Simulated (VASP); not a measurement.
Set up this calculation in VASP 6.6.1, as the native input.

```yaml
Task: single point
Functional: LDA
Potentials_or_basis: VASP PAW LDA potentials, release 64 (Au)
Cutoff: 520 eV
k_mesh: 18 × 18 × 18
Occupations: gaussian, width 0.1 eV
Spin: no spin polarisation
Dipole_correction: no
Further_INCAR_settings: ALGO = Normal; EDIFF = 1e-06; NBANDS = 12
```

The structure of Au lies in POSCAR:

```
Au
1.0
    0.0000000000      2.0243168680      2.0243168680
    2.0243168680      0.0000000000      2.0243168680
    2.0243168680      2.0243168680      0.0000000000
Au
1
Direct
    0.0000000000      0.0000000000      0.0000000000
```

These files were run (other wordings do the same):

INCAR

```
SYSTEM = Au
ALGO = Normal ; EDIFF = 1E-6
ENCUT = 520 ; GGA = CA
ISIF = 2 ; ISMEAR = 0
LASPH = .TRUE. ; LCHARG = .TRUE.
LELF = .TRUE. ; LREAL = .FALSE.
LVHAR = .TRUE. ; LWAVE = .FALSE.
NBANDS = 12 ; NELM = 60
PREC = Accurate ; SIGMA = 0.1
```

KPOINTS

```
k-points
0
G
  18 18 18
  0 0 0
```

Potentials or basis: VASP PAW LDA potentials, release 64 (Au).

The run is started by

```sh
$ cat potpaw_LDA.64/Au/POTCAR > POTCAR
$ mpirun -np 1 vasp_std > vasp.out
```

Results of the run:

| Property | Result |
| --- | --- |
| Pressure | 0.5 GPa |

It took 13 s on 1 thread of Intel(R) Xeon(R) Platinum 8488C (Sapphire Rapids) (shared host), peak memory 0.15 GiB.
